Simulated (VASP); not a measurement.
Write the native input for VASP 6.6.1 that does the following.

```
Task                   : single point
Functional             : PBEsol
Potentials or basis    : VASP PAW PBE potentials, release 64 (Hf_pv)
Cutoff                 : 520 eV
k mesh                 : 18 × 18 × 18
Occupations            : gaussian, width 0.15 eV
Spin                   : no spin polarisation
Dipole correction      : no
Further INCAR settings : ALGO = Normal; EDIFF = 1e-06; NBANDS = 11
```

The structure of Hf lies in POSCAR:

```
Hf
1.0
   -1.7508500000      1.7508500000      1.8591500000
    1.7508500000     -1.7508500000      1.8591500000
    1.7508500000      1.7508500000     -1.8591500000
Hf
1
Direct
    0.0000000000      0.0000000000      0.0000000000
```

This cell differs from its parent crystal: strain -0.030 along x and y, +0.030 along z.

These files were run (other wordings do the same):

INCAR

```
PREC     = Accurate       # precision mode
ENCUT    = 520            # plane-wave cutoff, eV
EDIFF    = 1E-6           # SCF threshold, eV
ISMEAR   = 0              # smearing method
SIGMA    = 0.15           # smearing width, eV
LREAL    = False          # projectors in reciprocal space
LASPH    = True           # aspherical terms in the spheres
NELM     = 60             # most SCF steps
ALGO     = Normal         # electronic algorithm
ISIF     = 2              # what is computed and relaxed
LWAVE    = False          # write WAVECAR
LCHARG   = True           # write CHGCAR
GGA      = PS             # functional
LELF     = True           # ELF
LVHAR    = True         
NBANDS   = 11             # bands
```

KPOINTS

```
Automatic mesh
0
Gamma
  18 18 18
```

Potentials or basis: VASP PAW PBE potentials, release 64 (Hf_pv).

Command:

```bash
$ cat potpaw_PBE.64/Hf_pv/POTCAR > POTCAR
$ mpirun -np 1 vasp_std > vasp.out
```

Results of the run:

```
Pressure               : -6.7 GPa
Band gap on the k mesh : zero (band 5 reaches 5.71 eV, above the bottom of band 6 at 3.61 eV)
```

Caveat: the cell differs from its parent crystal (strain -0.030 along x and y, +0.030 along z); the PAW data sets were made with another functional, which shifts forces and pressure a little; spin-orbit coupling is left out, which moves the levels of the heavy elements.

Run time: 28 s on 1 thread of Intel(R) Xeon(R) 6975P-C (Granite Rapids), on a shared host, peak memory 0.23 GiB.
